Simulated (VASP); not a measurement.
# P (Cmce) in VASP: further runs

P is run at these levels: PBEsol; tasks: single point.

Program: VASP 6.6.1. These are calculated values, not measurements. Logs are shortened: lines on timing, memory, paths and dates and some standing lists are left out, and cuts for length are marked.

### Step 1. The cell of the first run

Symmetry: Cmce, No. 64, orthorhombic system. Conventional cell: a = 3.339 Å, b = 9.846 Å, c = 3.767 Å, α = 90.00°, β = 90.00°, γ = 90.00°. Within 3.0 Å of P (site symmetry m) lie 5 P at 2.23 to 2.83 Å.

### Step 2. Single point, PBEsol

INCAR reads:

```
ALGO     = Normal         # electronic algorithm
EDIFF    = 1E-6           # SCF threshold, eV
ENCUT    = 520            # plane-wave cutoff, eV
GGA      = PS             # functional
ISIF     = 2              # what is computed and relaxed
ISMEAR   = -1             # smearing method
LASPH    = T              # aspherical terms in the spheres
LCHARG   = T              # write CHGCAR
LELF     = T              # ELF
LREAL    = F              # projectors in reciprocal space
LVHAR    = T            
LWAVE    = F              # write WAVECAR
NBANDS   = 18             # bands
NELM     = 80             # most SCF steps
PREC     = Accurate       # precision mode
SIGMA    = 0.05           # smearing width, eV
```

KPOINTS reads:

```
k-points
0
Gamma
  8 8 6
```

POSCAR reads:

```
P
1.0
    1.6694710337     -4.9232045438      0.0000000000
    1.6694710337      4.9232045438      0.0000000000
    0.0000000000      0.0000000000      3.7674495441
P
4
Direct
    0.8880791773      0.1119208227      0.5534026617
    0.1119208227      0.8880791773      0.4465973383
    0.6119208227      0.3880791773      0.0534026617
    0.3880791773      0.6119208227      0.9465973383
```

Potentials or basis: VASP PAW PBE potentials, release 64 (P).

Started as:

```
cat potpaw_PBE.64/P/POTCAR > POTCAR
mpirun -np 1 vasp_std > vasp.out
```

OUTCAR:

```text
EDIFF = 1E-6
   ENCUT = 520
   GGA = PS
   ISIF = 2
   ISMEAR = -1
   LASPH = T
   LREAL = F
   NELM = 80
   PREC = Accurate

 ion  position               nearest neighbor table
   1  0.888  0.112  0.553-   4 2.23   4 2.23   2 2.24   4 2.83   4 2.83
   2  0.112  0.888  0.447-   3 2.23   3 2.23   1 2.24   3 2.83   3 2.83
   3  0.612  0.388  0.053-   2 2.23   2 2.23   4 2.24   2 2.83   2 2.83
   4  0.388  0.612  0.947-   1 2.23   1 2.23   3 2.24   1 2.83   1 2.83

  LATTYP: Found a base centered orthorhombic cell.
 ALAT       =     3.3389420674
 B/A-ratio  =     2.9489607453
 C/A-ratio  =     1.1283363018

  Lattice vectors:

 A1 = (   1.6694710337,  -4.9232045438,   0.0000000000)
 A2 = (   1.6694710337,   4.9232045438,   0.0000000000)
 A3 = (   0.0000000000,   0.0000000000,   3.7674495441)

Analysis of symmetry for initial positions (statically):
=====================================================================
 Subroutine PRICEL returns:
 Original cell was already a primitive cell.

 Routine SETGRP: Setting up the symmetry group for a
 base centered orthorhombic supercell.

 Subroutine GETGRP returns: Found  8 space group operations
 (whereof  4 operations were pure point group operations)
 out of a pool of  8 trial point group operations.

The static configuration has the point symmetry C_2h.
 The point group associated with its full space group is D_2h.

Analysis of symmetry for dynamics (positions and initial velocities):
=====================================================================
 Subroutine PRICEL returns:
 Original cell was already a primitive cell.

 Routine SETGRP: Setting up the symmetry group for a
 base centered orthorhombic supercell.

 Subroutine GETGRP returns: Found  8 space group operations
 (whereof  4 operations were pure point group operations)
 out of a pool of  8 trial point group operations.

The dynamic configuration has the point symmetry C_2h.
 The point group associated with its full space group is D_2h.

 Subroutine INISYM returns: Found  8 space group operations
 (whereof  4 operations are pure point group operations),
 and found     1 'primitive' translations

----------------------------------------------------------------------------------------

                                     Primitive cell

  volume of cell :      61.9304

  direct lattice vectors                    reciprocal lattice vectors
     1.669471034 -4.923204544  0.000000000     0.299496062 -0.101559867  0.000000000
     1.669471034  4.923204544  0.000000000     0.299496062  0.101559867  0.000000000
     0.000000000  0.000000000  3.767449544     0.000000000  0.000000000  0.265431557

  length of vectors
     5.198564851  5.198564851  3.767449544     0.316247210  0.316247210  0.265431557

  position of ions in fractional coordinates (direct lattice)
     0.888079177  0.111920823  0.553402662
     0.111920823  0.888079177  0.446597338
     0.611920823  0.388079177  0.053402662
     0.388079177  0.611920823  0.946597338

  ion indices of the primitive-cell ions
   primitive index   ion index
                 1           1
                 2           2
                 3           3
                 4           4

----------------------------------------------------------------------------------------

 KPOINTS: k-points

Automatic generation of k-mesh.
 Grid dimensions read from file:
 generate k-points for:    8    8    6

 Generating k-lattice:

  Cartesian coordinates                     Fractional coordinates (reciprocal lattice)
     0.037437008 -0.012694983  0.000000000     0.125000000  0.000000000  0.000000000
     0.037437008  0.012694983  0.000000000     0.000000000  0.125000000  0.000000000
     0.000000000  0.000000000  0.044238593     0.000000000  0.000000000  0.166666667

  Length of vectors
     0.039530901  0.039530901  0.044238593

  Shift w.r.t. Gamma in fractional coordinates (k-lattice)
     0.000000000  0.000000000  0.000000000

 Subroutine IBZKPT returns following result:
 ===========================================

 Found     84 irreducible k-points:

 Following reciprocal coordinates:
            Coordinates               Weight
  0.000000  0.000000  0.000000      1.000000
  0.125000  0.000000  0.000000      4.000000
  0.250000  0.000000  0.000000      4.000000
  0.375000  0.000000  0.000000      4.000000
  0.500000  0.000000  0.000000      2.000000
  0.125000  0.125000  0.000000      2.000000
[... 16 lines left out ...]
  0.125000  0.000000  0.166667      8.000000
  0.250000  0.000000  0.166667      8.000000
 [... further k-points ...]
   k-points           NKPTS =     84   k-points in BZ     NKDIM =     84   number of bands    NBANDS=     18
   number of dos      NEDOS =    301   number of ions     NIONS =      4
   total plane-waves  NPLWV =  44800
   dimension x,y,z NGX =    40 NGY =   40 NGZ =   28
   dimension x,y,z NGXF=    80 NGYF=   80 NGZF=   56
   ions per type =               4
   NGX,Y,Z   is equivalent  to a cutoff of  12.79, 12.79, 12.36 a.u.
   NGXF,Y,Z  is equivalent  to a cutoff of  25.58, 25.58, 24.71 a.u.
 SYSTEM =  unknown system
   PREC   = accura    normal or accurate (medium, high low for compatibility)
   ISTART =      0    job   : 0-new  1-cont  2-samecut
   ICHARG =      2    charge: 1-file 2-atom 10-const
   ISPIN  =      1    spin polarized calculation?
   LNONCOLLINEAR =      F non collinear calculations
   LSORBIT =      F    spin-orbit coupling
   LASPH  =      T    aspherical Exc in radial PAW
   ENCUT  =  520.0 eV  38.22 Ry    6.18 a.u.   9.67  9.67  7.00*2*pi/ulx,y,z
   NELM   =     80;   NELMIN=  2; NELMDL= -5     # of ELM steps
   EDIFF  = 0.1E-05   stopping-criterion for ELM
   LREAL  =      F    real-space projection
   EDIFFG = 0.1E-04   stopping-criterion for IOM
   NSW    =      0    number of steps for IOM
   IBRION =     -1    ionic relax: 0-MD 1-quasi-New 2-CG
   NFREE  =      0    steps in history (QN), initial steepest desc. (CG)
   ISIF   =      2    stress and relaxation
   ISYM   =      2    0-nonsym 1-usesym 2-fastsym
   POTIM  = 0.5000    time-step for ionic-motion
   TEBEG  =    0.0;   TEEND  =   0.0 temperature during run
   PSTRESS=    0.0 pullay stress
   NELECT =      20.0000    total number of electrons
   NUPDOWN=      -1.0000    fix difference up-down
   EMIN   =  10.00;   EMAX   =-10.00  energy-range for DOS
   EFERMI =   0.00;   METHOD = LEGACY
   ISMEAR =    -1;   SIGMA  =   0.05  broadening in eV -4-tet -1-fermi 0-gaus
   EFERMI_NEDOS =   21; number of points for ismear=-14 and -15
   IALGO  =     38    algorithm
   IMIX   =      4    mixing-type and parameters
     AMIX     =   0.40;   BMIX     =  1.00
     AMIX_MAG =   1.60;   BMIX_MAG =  1.00
  volume/ion in A,a.u.               =      15.48       104.48
  Fermi-wavevector in a.u.,A,eV,Ry     =   1.123182  2.122506 17.164261  1.261538
  Thomas-Fermi vector in A             =   2.259847
   LORBIT       =      0    0 simple, 1 ext, 2 COOP (PROOUT), +10 PAW based schemes
   GGA     = PS    functional components
   LHFCALC =     F    Hartree Fock is set to
   AEXX    =    0.0000 exact exchange contribution
   IVDW    =     0    specifies the selected vdW correction
   LEPSILON=     F    determine dielectric tensor
   LRPA    =     F    only Hartree local field effects (RPA)
 non-spin polarized calculation
  energy-cutoff  :      520.00
  volume of cell :       61.93
 maximum number of plane-waves:      1686
   NGX = 19   NGY = 19   NGZ = 15

 number of electron      19.9999996 magnetization

 Free energy of the ion-electron system (eV)
  ---------------------------------------------------
  ext. energy  EPLUGINS =         0.00000000
  ---------------------------------------------------
  free energy    TOTEN  =       -22.92949769 eV

  energy without entropy =      -22.92403339  energy(sigma->0) =      -22.92676554

 E-fermi :   8.9127     XC(G=0): -11.0571

 val. band max:        8.9018599108   @ k =   0.5000   0.5000   0.0000
 cond. band min:       8.9194550368   @ k =   0.5000   0.3750   0.0000
 fundamental gap:      0.0175951260
 Fermi energy:         8.9126807967

 k-point     1 :       0.0000    0.0000    0.0000
  band No.  band energies     occupation
      1      -7.6938      2.00000
      2      -3.6435      2.00000
      3       0.6402      2.00000
      4       0.7619      2.00000
      5       3.3188      2.00000
      6       4.4562      2.00000
[... 10 lines left out ...]
     17      15.4791      0.00000
     18      16.2038      0.00000

 k-point     2 :       0.1250    0.0000    0.0000
  band No.  band energies     occupation
      1      -7.4885      2.00000
      2      -3.5240      2.00000
      3       0.1899      2.00000
      4       1.0288      2.00000
      5       3.5246      2.00000
      6       3.5995      2.00000
[... 10 lines left out ...]
     17      14.3095      0.00000
     18      15.5295      0.00000

 k-point     3 :       0.2500    0.0000    0.0000
  band No.  band energies     occupation
      1      -6.8771      2.00000
      2      -3.1471      2.00000
      3      -1.1534      2.00000
      4       1.6076      2.00000
      5       1.7960      2.00000
      6       4.0280      2.00000
[... 10 lines left out ...]
     17      14.1565      0.00000
     18      15.4953      0.00000

 k-point     4 :       0.3750    0.0000    0.0000
  band No.  band energies     occupation
      1      -5.8751      2.00000
      2      -2.8790      2.00000
      3      -2.4733      2.00000
      4      -0.1057      2.00000
      5       2.9635      2.00000
      6       4.4683      2.00000
[... 10 lines left out ...]
     17      15.8970      0.00000
     18      16.2575      0.00000

 k-point     5 :       0.5000    0.0000    0.0000
  band No.  band energies     occupation
      1      -4.5169      2.00000
      2      -4.5169      2.00000
      3      -1.4664      2.00000
      4      -1.4664      2.00000
      5       4.2441      2.00000
      6       4.2441      2.00000
[... 10 lines left out ...]
     17      16.6460      0.00000
     18      16.6460      0.00000

 k-point     6 :       0.1250    0.1250    0.0000
  band No.  band energies     occupation
      1      -6.9388      2.00000
      2      -2.8889      2.00000
      3      -1.0980      2.00000
      4       1.4547      2.00000
      5       1.4622      2.00000
      6       3.9930      2.00000
[... 10 lines left out ...]
     17      14.1484      0.00000
     18      15.9893      0.00000

 k-point     7 :       0.2500    0.1250    0.0000
  band No.  band energies     occupation
      1      -5.9924      2.00000
      2      -2.7310      2.00000
      3      -2.0257      2.00000
      4      -0.4607      2.00000
      5       2.3707      2.00000
      6       4.4844      2.00000
[... 10 lines left out ...]
     17      15.4823      0.00000
     18      16.6760      0.00000

 k-point     8 :       0.3750    0.1250    0.0000
  band No.  band energies     occupation
      1      -4.6751      2.00000
      2      -4.3173      2.00000
      3      -1.9695      2.00000
      4      -0.9290      2.00000
      5       3.6047      2.00000
      6       4.7783      2.00000
[... 10 lines left out ...]
     17      16.1316      0.00000
     18      16.6820      0.00000
[... 229 lines left out ...]
     17      15.1689      0.00000
     18      15.5760      0.00000

 k-point    20 :      -0.3750    0.3750    0.0000
  band No.  band energies     occupation
      1      -7.2311      2.00000
      2      -5.0051      2.00000
      3       0.7973      2.00000
      4       2.6735      2.00000
      5       3.8592      2.00000
      6       4.0104      2.00000
[... 10 lines left out ...]
     17      15.1096      0.00000
     18      15.8116      0.00000

 k-point    21 :       0.5000    0.5000    0.0000
  band No.  band energies     occupation
      1      -7.1099      2.00000
      2      -5.2410      2.00000
      3       0.8273      2.00000
      4       3.2181      2.00000
      5       3.5264      2.00000
      6       3.9571      2.00000
[... 10 lines left out ...]
     17      15.9577      0.00000
     18      16.2493      0.00000

 k-point    22 :       0.0000    0.0000    0.1667
  band No.  band energies     occupation
      1      -7.4448      2.00000
      2      -3.6668      2.00000
      3      -0.4471      2.00000
      4       0.9797      2.00000
      5       3.6113      2.00000
      6       4.5031      2.00000
[... 10 lines left out ...]
     17      15.6229      0.00000
     18      16.5446      0.00000

 k-point    23 :       0.1250    0.0000    0.1667
  band No.  band energies     occupation
      1      -7.2411      2.00000
      2      -3.5376      2.00000
      3      -0.5561      2.00000
      4       1.2550      2.00000
      5       3.0319      2.00000
      6       3.3108      2.00000
[... 10 lines left out ...]
     17      15.5259      0.00000
     18      16.3835      0.00000

 k-point    24 :       0.2500    0.0000    0.1667
  band No.  band energies     occupation
      1      -6.6352      2.00000
      2      -3.1496      2.00000
      3      -1.2161      2.00000
      4       1.3832      2.00000
      5       2.0610      2.00000
      6       2.5628      2.00000
[... 10 lines left out ...]
     17      14.6053      0.00000
     18      15.8272      0.00000

 [... further k-points ...]
[... 5 lines left out ...]
  --------------------------------------------------------------------------------------
  -------------------------------------------------------------------------------------
  Total        1.9048931      1.8781430      1.9106906      0.0000000      0.0000000      0.0000000
  in kB       49.2807141     48.5886717     49.4306971      0.0000000      0.0000000      0.0000000
  external PRESSURE =      49.1000276 kB  Pullay stress =       0.0000000 kB

 VOLUME and BASIS-vectors are now :
 -----------------------------------------------------------------------------
  energy-cutoff  :      520.00
  volume of cell :       61.93
      direct lattice vectors                 reciprocal lattice vectors
     1.669471034 -4.923204544  0.000000000     0.299496062 -0.101559867  0.000000000
     1.669471034  4.923204544  0.000000000     0.299496062  0.101559867  0.000000000
     0.000000000  0.000000000  3.767449544     0.000000000  0.000000000  0.265431557

 POSITION                                       TOTAL-FORCE (eV/Angst)
 -----------------------------------------------------------------------------------
      1.66947     -3.82119      2.08492         0.000000     -0.022742      0.023649
      1.66947      3.82119      1.68253         0.000000      0.022742     -0.023649
      1.66947     -1.10202      0.20119         0.000000      0.022742      0.023649
      1.66947      1.10202      3.56626         0.000000     -0.022742     -0.023649
 -----------------------------------------------------------------------------------
    total drift:                                0.000000     -0.000000      0.000000

  FREE ENERGIE OF THE ION-ELECTRON SYSTEM (eV)
  ---------------------------------------------------
  free  energy   TOTEN  =       -22.9294976889 eV

  energy  without entropy=      -22.9240333920  energy(sigma->0) =      -22.92676554
```

It took 2.2 min on 1 thread of Oxide Virtual Turin-like, shared host; peak memory 0.19 GiB.

What came out:

| Quantity | Value |
| --- | --- |
| Free energy | -22.9295 eV |
| Pressure | 4.9 GPa |
| Largest force | 0.033 eV/Å |
| Band gap on the k mesh | zero (bands 10 and 11 overlap by 0.91 eV) |

Forces in eV/Å, atoms in the order of the input:
```
P    0.000 -0.023  0.024
P    0.000  0.023 -0.024
P    0.000  0.023  0.024
P    0.000 -0.023 -0.024
```

Caveat: the cell stands under pressure; the PAW data sets were made with another functional, which shifts forces and pressure a little.

[end of part 1 of 2]

The gap in the log of VASP goes by the Fermi energy; the results here count the filled bands.